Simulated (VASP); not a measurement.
# SrO (Fm-3m) in VASP: single point with LDA

Aim: the single point of SrO with LDA.

Everything below comes from runs of VASP 6.6.1. Logs are shortened: lines on timing, memory, paths and dates and some standing lists are left out, and cuts for length are marked.

**1. The cell of the first run**

The structure is cubic, space group Fm-3m (No. 225). The conventional cell has a = 5.133 Å, b = 5.133 Å, c = 5.133 Å, α = 90.00°, β = 90.00°, γ = 90.00°. Sr (site symmetry m-3m) has 6 O at 2.57 Å within 3.4 Å. Within 3.4 Å of O (site symmetry m-3m) lie 6 Sr at 2.57 Å.

**2. Single point, LDA**

INCAR reads:

```
SYSTEM = SrO
PREC = Accurate ; ENCUT = 600
EDIFF = 1E-6 ; ISMEAR = -1
SIGMA = 0.05 ; LREAL = .False.
LASPH = .True. ; NELM = 120
ALGO = Normal ; ISIF = 2
LWAVE = .False. ; LCHARG = .True.
GGA = CA ; LELF = .True.
LVHAR = .True. ; NBANDS = 15
GGA_COMPAT = .False.
```

KPOINTS reads:

```
Automatic mesh
0
Gamma
  8 8 8
  0 0 0
```

POSCAR reads:

```
SrO
1.0
    0.0000000000      2.5663000000      2.5663000000
    2.5663000000      0.0000000000      2.5663000000
    2.5663000000      2.5663000000      0.0000000000
Sr O
1 1
Direct
    0.5000000000      0.5000000000      0.5000000000
    0.0000000000      0.0000000000      0.0000000000
```

Potentials or basis: VASP PAW LDA potentials, release 64 (Sr_sv, O).

Started as:

```
$ cat potpaw_LDA.64/Sr_sv/POTCAR potpaw_LDA.64/O/POTCAR > POTCAR
$ mpirun -np 1 vasp_std > vasp.out
```

OUTCAR:

```text
SYSTEM = SrO
   PREC = Accurate
   ENCUT = 600
   EDIFF = 1E-6
   ISMEAR = -1
   LREAL = .False.
   LASPH = .True.
   NELM = 120
   ISIF = 2
   GGA = CA

 ion  position               nearest neighbor table
   1  0.500  0.500  0.500-   2 2.57   2 2.57   2 2.57   2 2.57   2 2.57   2 2.57
   2  0.000  0.000  0.000-   1 2.57   1 2.57   1 2.57   1 2.57   1 2.57   1 2.57

  LATTYP: Found a face centered cubic cell.
 ALAT       =     5.1326000000

  Lattice vectors:

 A1 = (   0.0000000000,   2.5663000000,   2.5663000000)
 A2 = (   2.5663000000,   0.0000000000,   2.5663000000)
 A3 = (   2.5663000000,   2.5663000000,   0.0000000000)

Analysis of symmetry for initial positions (statically):
=====================================================================
 Subroutine PRICEL returns:
 Original cell was already a primitive cell.

 Routine SETGRP: Setting up the symmetry group for a
 face centered cubic supercell.

 Subroutine GETGRP returns: Found 48 space group operations
 (whereof 48 operations were pure point group operations)
 out of a pool of 48 trial point group operations.

The static configuration has the point symmetry O_h .

Analysis of symmetry for dynamics (positions and initial velocities):
=====================================================================
 Subroutine PRICEL returns:
 Original cell was already a primitive cell.

 Routine SETGRP: Setting up the symmetry group for a
 face centered cubic supercell.

 Subroutine GETGRP returns: Found 48 space group operations
 (whereof 48 operations were pure point group operations)
 out of a pool of 48 trial point group operations.

The dynamic configuration has the point symmetry O_h .

 Subroutine INISYM returns: Found 48 space group operations
 (whereof 48 operations are pure point group operations),
 and found     1 'primitive' translations

----------------------------------------------------------------------------------------

                                     Primitive cell

  volume of cell :      33.8028

  direct lattice vectors                    reciprocal lattice vectors
     0.000000000  2.566300000  2.566300000    -0.194833028  0.194833028  0.194833028
     2.566300000  0.000000000  2.566300000     0.194833028 -0.194833028  0.194833028
     2.566300000  2.566300000  0.000000000     0.194833028  0.194833028 -0.194833028

  length of vectors
     3.629296265  3.629296265  3.629296265     0.337460704  0.337460704  0.337460704

  position of ions in fractional coordinates (direct lattice)
     0.500000000  0.500000000  0.500000000
     0.000000000  0.000000000  0.000000000
[... 83 lines left out ...]
   ISIF   =      2    stress and relaxation
   ISYM   =      2    0-nonsym 1-usesym 2-fastsym
   POTIM  = 0.5000    time-step for ionic-motion
   TEBEG  =    0.0;   TEEND  =   0.0 temperature during run
   PSTRESS=    0.0 pullay stress
   NELECT =      16.0000    total number of electrons
   NUPDOWN=      -1.0000    fix difference up-down
   EMIN   =  10.00;   EMAX   =-10.00  energy-range for DOS
   EFERMI =   0.00;   METHOD = LEGACY
   ISMEAR =    -1;   SIGMA  =   0.05  broadening in eV -4-tet -1-fermi 0-gaus
   EFERMI_NEDOS =   21; number of points for ismear=-14 and -15
   IALGO  =     38    algorithm
   IMIX   =      4    mixing-type and parameters
     AMIX     =   0.40;   BMIX     =  1.00
     AMIX_MAG =   1.60;   BMIX_MAG =  1.00
  volume/ion in A,a.u.               =      16.90       114.06
  Fermi-wavevector in a.u.,A,eV,Ry     =   1.275843  2.410995 22.147245  1.627777
  Thomas-Fermi vector in A             =   2.408533
   LORBIT       =      0    0 simple, 1 ext, 2 COOP (PROOUT), +10 PAW based schemes
   GGA     = CA    functional components
   LHFCALC =     F    Hartree Fock is set to
   AEXX    =    0.0000 exact exchange contribution
   IVDW    =     0    specifies the selected vdW correction
   LEPSILON=     F    determine dielectric tensor
   LRPA    =     F    only Hartree local field effects (RPA)
 non-spin polarized calculation
  energy-cutoff  :      600.00
  volume of cell :       33.80
 maximum number of plane-waves:      1158
 NGX is ok and might be reduce to    30
   NGX = 15   NGY = 15   NGZ = 15

 number of electron      15.9999997 magnetization

 Free energy of the ion-electron system (eV)
  ---------------------------------------------------
  ext. energy  EPLUGINS =         0.00000000
  ---------------------------------------------------
  free energy    TOTEN  =       -13.37943654 eV

  energy without entropy =      -13.37943654  energy(sigma->0) =      -13.37943654

 E-fermi :   2.4936     XC(G=0): -10.5531

 val. band max:        1.3683437538   @ k =   0.0000   0.0000   0.0000
 cond. band min:       4.4650078183   @ k =   0.5000   0.5000   0.0000
 fundamental gap:      3.0966640644
 Fermi energy:         2.4935510437

 k-point     1 :       0.0000    0.0000    0.0000
  band No.  band energies     occupation
      1     -30.6964      2.00000
      2     -13.3983      2.00000
      3     -12.4168      2.00000
      4     -12.4168      2.00000
      5     -12.4168      2.00000
      6       1.3683      2.00000
      7       1.3683      2.00000
      8       1.3683      2.00000
      9       5.2087      0.00000
     10       7.4854      0.00000
     11       7.4854      0.00000
     12       7.4854      0.00000
     13       9.7221      0.00000
     14       9.7221      0.00000
[... 401 lines left out ...]
      2     -14.7061      2.00000
      3     -12.8324      2.00000
      4     -12.6598      2.00000
      5     -11.4967      2.00000
      6      -0.2611      2.00000
      7       0.4847      2.00000
      8       0.5680      2.00000
      9       7.6413      0.00000
     10       7.9961      0.00000
     11      10.6835      0.00000
     12      10.8640      0.00000
     13      13.0326      0.00000
     14      14.2912      0.00000
     15      14.5678      0.00000

 [... further k-points ...]
[... 5 lines left out ...]
  --------------------------------------------------------------------------------------
  -------------------------------------------------------------------------------------
  Total       -0.6824862     -0.6824862     -0.6824862      0.0000000      0.0000000     -0.0000000
  in kB      -32.3483519    -32.3483519    -32.3483519      0.0000000      0.0000000     -0.0000000
  external PRESSURE =     -32.3483519 kB  Pullay stress =       0.0000000 kB

 VOLUME and BASIS-vectors are now :
 -----------------------------------------------------------------------------
  energy-cutoff  :      600.00
  volume of cell :       33.80
      direct lattice vectors                 reciprocal lattice vectors
     0.000000000  2.566300000  2.566300000    -0.194833028  0.194833028  0.194833028
     2.566300000  0.000000000  2.566300000     0.194833028 -0.194833028  0.194833028
     2.566300000  2.566300000  0.000000000     0.194833028  0.194833028 -0.194833028

 POSITION                                       TOTAL-FORCE (eV/Angst)
 -----------------------------------------------------------------------------------
      2.56630      2.56630      2.56630         0.000000      0.000000      0.000000
      0.00000      0.00000      0.00000        -0.000000     -0.000000     -0.000000
 -----------------------------------------------------------------------------------
    total drift:                               -0.000000      0.000000      0.000000

  FREE ENERGIE OF THE ION-ELECTRON SYSTEM (eV)
  ---------------------------------------------------
  free  energy   TOTEN  =       -13.3794365354 eV

  energy  without entropy=      -13.3794365354  energy(sigma->0) =      -13.37943654
```

stdout:

```text
POSCAR found type information on POSCAR SrO
 POSCAR found :  2 types and       2 ions
 scaLAPACK will be used
 LDA part: xc-table for (Slater(with rela. corr.)+CA(PZ))
 , standard interpolation
 POSCAR, INCAR and KPOINTS ok, starting setup
 FFT: planning ... GRIDC
 FFT: planning ... GRID_SOFT
 FFT: planning ... GRID
 WAVECAR not read
 entering main loop
```

Run time: 11 s. Hardware: 1 thread of Intel Xeon Platinum 8559C (Emerald Rapids), shared host; peak memory 0.16 GiB.

What came out:

```
Free energy            : -13.3794 eV
Pressure               : -3.2 GPa
Band gap on the k mesh : 3.10 eV, indirect (least direct gap 3.18 eV)
```
